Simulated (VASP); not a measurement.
Wanted: the native input for a VASP 6.6.1 run.

```
Task                   : single point
Functional             : PBE
Potentials or basis    : VASP PAW PBE potentials, release 64 (Sn_d, O)
Cutoff                 : 520 eV
k mesh                 : 6 × 6 × 8
Occupations            : gaussian, width 0.02 eV
Spin                   : no spin polarisation
Dipole correction      : no
Further INCAR settings : ALGO = Normal; EDIFF = 1e-06; NBANDS = 35
```

The structure of SnO2 lies in POSCAR:

```
SnO2
1.0
    4.9720060581      0.0000000000      0.0000000000
    0.0000000000      4.9720060581      0.0000000000
    0.0000000000      0.0000000000      3.1802895519
Sn O
2 4
Direct
    0.5000000000      0.5000000000      0.5000000000
    0.0000000000      0.0000000000      0.0000000000
    0.1922822137      0.8077177863      0.5000000000
    0.8077177863      0.1922822137      0.5000000000
    0.3077177863      0.3077177863      0.0000000000
    0.6922822137      0.6922822137      0.0000000000
```

This cell differs from its parent crystal: biaxial strain in the a-b plane: +3.0 %, then relaxed in part.

The input as run:

INCAR

```
ALGO = Normal
EDIFF = 1E-6
ENCUT = 520
GGA = PE
ISIF = 2
ISMEAR = 0
LASPH = T
LCHARG = T
LELF = T
LREAL = F
LVHAR = T
LWAVE = F
NBANDS = 35
NELM = 80
PREC = Accurate
SIGMA = 0.02
```

KPOINTS

```
k-points
0
Gamma
  6 6 8
```

Potentials or basis: VASP PAW PBE potentials, release 64 (Sn_d, O).

Run with:

```console
$ cat potpaw_PBE.64/Sn_d/POTCAR potpaw_PBE.64/O/POTCAR > POTCAR
$ mpirun -np 1 vasp_std > vasp.out
```

Results of the run:

```
Pressure               : -4.0 GPa
Largest force          : 0.032 eV/Å
Band gap on the k mesh : 0.49 eV
```

Caveat: the cell differs from its parent crystal (biaxial strain in the a-b plane: +3.0 %, then relaxed in part); the cell stands under tension; spin-orbit coupling is left out, which moves the levels of the heavy elements.

Wall time 2.8 min on 1 thread of Intel Xeon 8259CL, with other jobs on the host, peak memory 0.25 GiB.
